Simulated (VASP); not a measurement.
# Cr (Fmmm) in VASP: single point with PBE

Aim: the single point of Cr with PBE.

Program: VASP 6.6.1. These are calculated values, not measurements. Logs are shortened: lines on timing, memory, paths and dates and some standing lists are left out, and cuts for length are marked.

### 1 The cell of the first run

It takes space group Fmmm (No. 69, orthorhombic). Conventional cell: a = 2.770 Å, b = 3.984 Å, c = 8.735 Å, α = 90.00°, β = 90.00°, γ = 90.00°. Within 3.0 Å of Cr (site symmetry mm2) lie 11 Cr at 2.29 to 2.87 Å.

### 2 Single point, PBE

Input file INCAR:

```
ALGO = Fast
EDIFF = 1E-6
ENCUT = 520
GGA = PE
ISIF = 2
ISMEAR = 0
LASPH = T
LCHARG = F
LREAL = F
LWAVE = F
NBANDS = 32
NELM = 60
PREC = Accurate
SIGMA = 0.1
```

Input file KPOINTS:

```
k-points
0
Gamma
  16 16 10
```

Input file POSCAR:

```
Cr
1.0
    1.3849846718     -4.3674577251      0.0000000000
    1.3849846718      4.3674577251      0.0000000000
    0.0000000000      0.0000000000      3.9839397867
Cr
4
Direct
    0.6313337586      0.3686662414      0.5000000000
    0.8686662414      0.1313337586      1.0000000000
    0.3686662414      0.6313337586      0.5000000000
    0.1313337586      0.8686662414      0.0000000000
```

Potentials or basis: VASP PAW PBE potentials, release 64 (Cr_pv).

The run is started by

```
$ cat potpaw_PBE.64/Cr_pv/POTCAR > POTCAR
$ mpirun -np 1 vasp_std > vasp.out
```

OUTCAR:

```text
EDIFF = 1E-6
   ENCUT = 520
   GGA = PE
   ISIF = 2
   ISMEAR = 0
   LASPH = T
   LREAL = F
   NELM = 60
   PREC = Accurate

 ion  position               nearest neighbor table
   1  0.631  0.369  0.500-   3 2.29   4 2.43   4 2.43   4 2.43   4 2.43   3 2.49   3 2.49   2 2.87
                             2 2.87
   2  0.869  0.131  0.000-   4 2.29   3 2.43   3 2.43   3 2.43   3 2.43   4 2.49   4 2.49   1 2.87
                             1 2.87
   3  0.369  0.631  0.500-   1 2.29   2 2.43   2 2.43   2 2.43   2 2.43   1 2.49   1 2.49   4 2.87
                             4 2.87
   4  0.131  0.869  0.000-   2 2.29   1 2.43   1 2.43   1 2.43   1 2.43   2 2.49   2 2.49   3 2.87
                             3 2.87

  LATTYP: Found a base centered orthorhombic cell.
 ALAT       =     2.7699693436
 B/A-ratio  =     3.1534339795
 C/A-ratio  =     1.4382613280

  Lattice vectors:

 A1 = (   1.3849846718,  -4.3674577251,   0.0000000000)
 A2 = (   1.3849846718,   4.3674577251,   0.0000000000)
 A3 = (   0.0000000000,   0.0000000000,   3.9839397867)

Analysis of symmetry for initial positions (statically):
=====================================================================
 Subroutine PRICEL returns following result:

  LATTYP: Found a face centered orthorhombic cell.
 ALAT       =     2.7699693436
 B/A-ratio  =     1.4382613280
 C/A-ratio  =     3.1534339795

  Lattice vectors:

 A1 = (   0.0000000000,  -4.3674577251,   1.9919698933)
 A2 = (   1.3849846718,  -4.3674577251,  -0.0000000000)
 A3 = (   1.3849846718,   0.0000000000,   1.9919698933)

   2 primitive cells build up your supercell.

 Routine SETGRP: Setting up the symmetry group for a
 base centered orthorhombic supercell.

 Subroutine GETGRP returns: Found  8 space group operations
 (whereof  8 operations were pure point group operations)
 out of a pool of  8 trial point group operations.

The static configuration has the point symmetry D_2h.

Analysis of symmetry for dynamics (positions and initial velocities):
=====================================================================
 Subroutine PRICEL returns following result:

  LATTYP: Found a face centered orthorhombic cell.
 ALAT       =     2.7699693436
 B/A-ratio  =     1.4382613280
 C/A-ratio  =     3.1534339795

  Lattice vectors:

 A1 = (   0.0000000000,  -4.3674577251,   1.9919698933)
 A2 = (   1.3849846718,  -4.3674577251,  -0.0000000000)
 A3 = (   1.3849846718,   0.0000000000,   1.9919698933)

   2 primitive cells build up your supercell.

 Routine SETGRP: Setting up the symmetry group for a
 base centered orthorhombic supercell.

 Subroutine GETGRP returns: Found  8 space group operations
 (whereof  8 operations were pure point group operations)
 out of a pool of  8 trial point group operations.

The dynamic configuration has the point symmetry D_2h.

 Subroutine INISYM returns: Found  8 space group operations
 (whereof  8 operations are pure point group operations),
 and found     2 'primitive' translations

----------------------------------------------------------------------------------------

                                     Primitive cell

  volume of cell :      24.0983

  direct lattice vectors                    reciprocal lattice vectors
     0.000000000 -4.367457725  1.991969893    -0.361014826 -0.114483077  0.251007810
     1.384984672 -4.367457725 -0.000000000     0.361014826 -0.114483077 -0.251007810
     1.384984672  0.000000000  1.991969893     0.361014826  0.114483077  0.251007810

  length of vectors
     4.800274058  4.581797630  2.426134085     0.454359989  0.454359989  0.454359989

  position of ions in fractional coordinates (direct lattice)
     0.131333759  0.131333759  0.868666241
     0.868666241  0.868666241  0.131333759

  ion indices of the primitive-cell ions
   primitive index   ion index
                 1           1
                 2           3

----------------------------------------------------------------------------------------

 KPOINTS: k-points

Automatic generation of k-mesh.
 Grid dimensions read from file:
 generate k-points for:   16   16   10

 Generating k-lattice:

  Cartesian coordinates                     Fractional coordinates (reciprocal lattice)
     0.022563427 -0.007155192  0.000000000     0.062500000  0.000000000  0.000000000
     0.022563427  0.007155192  0.000000000     0.000000000  0.062500000  0.000000000
     0.000000000  0.000000000  0.025100781     0.000000000  0.000000000  0.100000000

  Length of vectors
     0.023670763  0.023670763  0.025100781

  Shift w.r.t. Gamma in fractional coordinates (k-lattice)
     0.000000000  0.000000000  0.000000000

 Subroutine IBZKPT returns following result:
 ===========================================

 Found    438 irreducible k-points:

 Following reciprocal coordinates:
            Coordinates               Weight
  0.000000  0.000000  0.000000      1.000000
  0.062500 -0.000000  0.000000      4.000000
  0.125000 -0.000000  0.000000      4.000000
  0.187500 -0.000000  0.000000      4.000000
  0.250000 -0.000000  0.000000      4.000000
  0.312500  0.000000  0.000000      4.000000
[... 16 lines left out ...]
 -0.125000  0.062500  0.000000      4.000000
 -0.062500  0.062500  0.000000      2.000000
 [... further k-points ...]
   k-points           NKPTS =    438   k-points in BZ     NKDIM =    438   number of bands    NBANDS=     32
   number of dos      NEDOS =    301   number of ions     NIONS =      4
   total plane-waves  NPLWV =  38880
   dimension x,y,z NGX =    36 NGY =   36 NGZ =   30
   dimension x,y,z NGXF=    72 NGYF=   72 NGZF=   60
   ions per type =               4
   NGX,Y,Z   is equivalent  to a cutoff of  13.06, 13.06, 12.52 a.u.
   NGXF,Y,Z  is equivalent  to a cutoff of  26.12, 26.12, 25.04 a.u.
 SYSTEM =  unknown system
   PREC   = accura    normal or accurate (medium, high low for compatibility)
   ISTART =      0    job   : 0-new  1-cont  2-samecut
   ICHARG =      2    charge: 1-file 2-atom 10-const
   ISPIN  =      1    spin polarized calculation?
   LNONCOLLINEAR =      F non collinear calculations
   LSORBIT =      F    spin-orbit coupling
   LASPH  =      T    aspherical Exc in radial PAW
   ENCUT  =  520.0 eV  38.22 Ry    6.18 a.u.   8.52  8.52  7.41*2*pi/ulx,y,z
   NELM   =     60;   NELMIN=  2; NELMDL= -5     # of ELM steps
   EDIFF  = 0.1E-05   stopping-criterion for ELM
   LREAL  =      F    real-space projection
   EDIFFG = 0.1E-04   stopping-criterion for IOM
   NSW    =      0    number of steps for IOM
   IBRION =     -1    ionic relax: 0-MD 1-quasi-New 2-CG
   NFREE  =      0    steps in history (QN), initial steepest desc. (CG)
   ISIF   =      2    stress and relaxation
   ISYM   =      2    0-nonsym 1-usesym 2-fastsym
   POTIM  = 0.5000    time-step for ionic-motion
   TEBEG  =    0.0;   TEEND  =   0.0 temperature during run
   PSTRESS=    0.0 pullay stress
   NELECT =      48.0000    total number of electrons
   NUPDOWN=      -1.0000    fix difference up-down
   EMIN   =  10.00;   EMAX   =-10.00  energy-range for DOS
   EFERMI =   0.00;   METHOD = LEGACY
   ISMEAR =     0;   SIGMA  =   0.10  broadening in eV -4-tet -1-fermi 0-gaus
   EFERMI_NEDOS =   21; number of points for ismear=-14 and -15
   IALGO  =     68    algorithm
   IMIX   =      4    mixing-type and parameters
     AMIX     =   0.40;   BMIX     =  1.00
     AMIX_MAG =   1.60;   BMIX_MAG =  1.00
  volume/ion in A,a.u.               =      12.05        81.31
  Fermi-wavevector in a.u.,A,eV,Ry     =   1.634870  3.089455 36.365629  2.672798
  Thomas-Fermi vector in A             =   2.726437
   LORBIT       =      0    0 simple, 1 ext, 2 COOP (PROOUT), +10 PAW based schemes
   GGA     = PE    functional components
   LHFCALC =     F    Hartree Fock is set to
   AEXX    =    0.0000 exact exchange contribution
   IVDW    =     0    specifies the selected vdW correction
   LEPSILON=     F    determine dielectric tensor
   LRPA    =     F    only Hartree local field effects (RPA)
 non-spin polarized calculation
 RMM-DIIS sequential band-by-band and
 Gauss-broadening in eV      SIGMA  =   0.10
  energy-cutoff  :      520.00
  volume of cell :       48.20
 maximum number of plane-waves:      1319
 NGX is ok and might be reduce to    36
   NGX = 17   NGY = 17   NGZ = 15

 number of electron      48.0000014 magnetization

 Free energy of the ion-electron system (eV)
  ---------------------------------------------------
  ext. energy  EPLUGINS =         0.00000000
  ---------------------------------------------------
  free energy    TOTEN  =       -36.16408002 eV

  energy without entropy =      -36.14524483  energy(sigma->0) =      -36.15466242

 E-fermi :  10.4174     XC(G=0): -13.3657

 val. band max:       10.4172315136   @ k =  -0.3125   0.3125   0.3000
 cond. band min:      10.4180438177   @ k =  -0.1875   0.0625   0.4000
 fundamental gap:      0.0008123041
 Fermi energy:        10.4174198724

 k-point     1 :       0.0000    0.0000    0.0000
  band No.  band energies     occupation
      1     -33.1169      2.00000
      2     -33.1125      2.00000
      3     -32.8981      2.00000
      4     -32.8574      2.00000
      5     -32.6507      2.00000
      6     -32.5792      2.00000
[... 24 lines left out ...]
     31      11.9420      0.00000
     32      12.4258      0.00000

 k-point     2 :       0.0625   -0.0000    0.0000
  band No.  band energies     occupation
      1     -33.1092      2.00000
      2     -33.1022      2.00000
      3     -32.8903      2.00000
      4     -32.8560      2.00000
      5     -32.6568      2.00000
      6     -32.5813      2.00000
[... 24 lines left out ...]
     31      12.2372      0.00000
     32      12.3962      0.00000

 k-point     3 :       0.1250   -0.0000    0.0000
  band No.  band energies     occupation
      1     -33.0868      2.00000
      2     -33.0714      2.00000
      3     -32.8669      2.00000
      4     -32.8525      2.00000
      5     -32.6739      2.00000
      6     -32.5859      2.00000
[... 24 lines left out ...]
     31      12.3129      0.00000
     32      13.0121      0.00000

 k-point     4 :       0.1875   -0.0000    0.0000
  band No.  band energies     occupation
      1     -33.0521      2.00000
      2     -33.0217      2.00000
      3     -32.8494      2.00000
      4     -32.8291      2.00000
      5     -32.6984      2.00000
      6     -32.5889      2.00000
[... 24 lines left out ...]
     31      12.1939      0.00000
     32      12.3292      0.00000

 k-point     5 :       0.2500   -0.0000    0.0000
  band No.  band energies     occupation
      1     -33.0088      2.00000
      2     -32.9551      2.00000
      3     -32.8486      2.00000
      4     -32.7784      2.00000
      5     -32.7253      2.00000
      6     -32.5864      2.00000
[... 584 lines left out ...]
     31      12.2550      0.00000
     32      12.3110      0.00000

 k-point    22 :      -0.1875    0.0625    0.0000
  band No.  band energies     occupation
      1     -33.0658      2.00000
      2     -33.0604      2.00000
      3     -32.8728      2.00000
      4     -32.8329      2.00000
      5     -32.6858      2.00000
      6     -32.5735      2.00000
[... 24 lines left out ...]
     31      12.3438      0.00000
     32      12.9389      0.00000

 k-point    23 :      -0.1250    0.0625    0.0000
  band No.  band energies     occupation
      1     -33.0983      2.00000
      2     -33.0908      2.00000
      3     -32.8943      2.00000
      4     -32.8419      2.00000
      5     -32.6656      2.00000
      6     -32.5724      2.00000
[... 24 lines left out ...]
     31      12.2971      0.00000
     32      12.4102      0.00000

 k-point    24 :      -0.0625    0.0625    0.0000
  band No.  band energies     occupation
      1     -33.1106      2.00000
      2     -33.1076      2.00000
      3     -32.9002      2.00000
      4     -32.8502      2.00000
      5     -32.6555      2.00000
      6     -32.5744      2.00000
[... 24 lines left out ...]
     31      12.3534      0.00000
     32      12.4317      0.00000

 [... further k-points ...]

------------------------ aborting loop because EDIFF is reached ----------------------------------------

  FORCE on cell =-STRESS in cart. coord.  units (eV):
  Direction    XX          YY          ZZ          XY          YZ          ZX
  --------------------------------------------------------------------------------------
  -------------------------------------------------------------------------------------
  Total       -0.0738242     -0.0392176     -0.1036277      0.0000000      0.0000000      0.0000000
  in kB       -2.4541035     -1.3036932     -3.4448481      0.0000000      0.0000000      0.0000000
  external PRESSURE =      -2.4008816 kB  Pullay stress =       0.0000000 kB

 VOLUME and BASIS-vectors are now :
 -----------------------------------------------------------------------------
  energy-cutoff  :      520.00
  volume of cell :       48.20
      direct lattice vectors                 reciprocal lattice vectors
     1.384984672 -4.367457725  0.000000000     0.361014826 -0.114483077  0.000000000
     1.384984672  4.367457725  0.000000000     0.361014826  0.114483077  0.000000000
     0.000000000  0.000000000  3.983939787     0.000000000  0.000000000  0.251007810

 POSITION                                       TOTAL-FORCE (eV/Angst)
 -----------------------------------------------------------------------------------
      1.38498     -1.14719      1.99197         0.000000     -0.015117      0.000000
      1.38498     -3.22027      0.00000         0.000000      0.015117     -0.000000
      1.38498      1.14719      1.99197         0.000000      0.015117     -0.000000
      1.38498      3.22027      0.00000         0.000000     -0.015117      0.000000
 -----------------------------------------------------------------------------------
    total drift:                               -0.000000     -0.000000      0.000000

  FREE ENERGIE OF THE ION-ELECTRON SYSTEM (eV)
  ---------------------------------------------------
  free  energy   TOTEN  =       -36.1640800181 eV

  energy  without entropy=      -36.1452448293  energy(sigma->0) =      -36.15466242
```

Run time: 7.3 min. Hardware: 1 thread of Intel Xeon 6975P-C (Granite Rapids), shared host; peak memory 0.56 GiB.

What came out:

```
Free energy            : -36.1641 eV
Pressure               : -0.2 GPa
Largest force          : 0.015 eV/Å
Band gap on the k mesh : zero (bands 24 and 25 overlap by 1.31 eV)
```

Forces on the atoms (eV/Å):
```
Cr   0.000 -0.015  0.000
Cr   0.000  0.015  0.000
Cr   0.000  0.015  0.000
Cr   0.000 -0.015  0.000
```

Levels at points of the mesh, in eV from the Fermi level:
```tsv
k point	band 22	band 23	band 24	band 25	band 26	band 27
(0.00, 0.00, 0.00)	-0.43	0.03	0.20	0.80	0.84	1.10
(0.50, 0.00, 0.00)	-1.74	-0.20	-0.20	-0.16	-0.16	0.87
(0.50, 0.50, 0.00)	-1.07	-0.49	-0.27	-0.15	0.95	1.02
(0.00, 0.00, 0.50)	-0.88	-0.20	-0.20	0.18	0.18	0.37
(0.50, 0.00, 0.50)	-0.39	0.13	0.13	0.72	0.72	1.73
(0.50, 0.50, 0.50)	-0.98	-0.49	-0.49	-0.08	-0.08	0.30
```

Caveat: the run has no spin polarisation, though such a crystal can be magnetic. Spin polarisation is off, so any magnetic state and its effect on volume and gap are missing.
